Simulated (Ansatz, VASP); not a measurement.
Al: VASP beside Ansatz

POSCAR

```
Al
1.0
    1.9963396846      1.9963396846      0.0000000000
   -1.9963396846      1.9963396846      0.0000000000
    0.0000000000      0.0000000000      3.9327891786
Al
2
Direct
    0.0000000000      0.0000000000      0.0000000000
    0.5000000000      0.5000000000      0.5000000000
```

The input INCAR.step1:

```
SYSTEM = Al
ALGO = Normal ; EDIFF = 1E-4
ENCUT = 520 ; GGA = PE
ISMEAR = 0 ; LASPH = .True.
LCHARG = .False. ; LREAL = .False.
LWAVE = .True. ; NBANDS = 10
NELM = 80 ; PREC = Accurate
SIGMA = 0.1
```

INCAR.step2

```
SYSTEM = Al
ALGO = Normal ; EDIFF = 1E-6
ENCUT = 520 ; ISIF = 2
ISMEAR = 0 ; ISTART = 1
LASPH = .True. ; LCHARG = .False.
LMIXTAU = .True. ; LREAL = .False.
LWAVE = .False. ; METAGGA = R2SCAN
NBANDS = 10 ; NELM = 80
PREC = Accurate ; SIGMA = 0.1
```

KPOINTS

```
k-points
0
Gamma
  18 18 14
  0 0 0
```

Input for Ansatz:

```yaml
crystal:
  lattice:
    - [1.9963396846, 1.9963396846, 0.0]
    - [-1.9963396846, 1.9963396846, 0.0]
    - [0.0, 0.0, 3.9327891786]
  atoms:
    - { symbol: Al, position: [0.0, 0.0, 0.0] }
    - { symbol: Al, position: [0.5, 0.5, 0.5] }
basis:
  ecutwfc: 500
kpoints:
  mp_grid: { grid: [18, 18, 14] }
hamiltonian:
  xc: r2scan
scf:
  occupations: { method: gaussian, width: 0.1 }
output:
  forces: true
  stress: true
  eigenvalues: true
```

Change from the starting cell: strain along c alone, the other axes held, atoms relaxed: -1.5 %.

Alike in both runs: task single point; functional r2SCAN; k mesh 18 × 18 × 14; occupations gaussian, width 0.1 eV; no spin polarisation.

|  | VASP | Ansatz |
| --- | --- | --- |
| version | VASP 6.6.1 | Ansatz 0.2.0 |
| potentials or method | VASP PAW PBE potentials, release 64 (Al), cutoff 520 eV | scalar-relativistic, plane waves, PAW |
| valence electrons in the cell | 6 | 6 |

|  | VASP | Ansatz | Ansatz less VASP |
| --- | --- | --- | --- |
| gap on the k mesh at the Fermi level (eV) | none | none | - |
| pressure (GPa) | 1.2 | 1.5 | +0.33 |
| traceless stress, the component that is largest in VASP (GPa) | 1.34 | 1.34 | +0.003 |

VASP's potentials were made for PBE, not for r2SCAN. A gap of «none» marks a metal or a gap that the smearing closes. With one functional, cell and mesh, what is left measures potentials, basis and numerics.
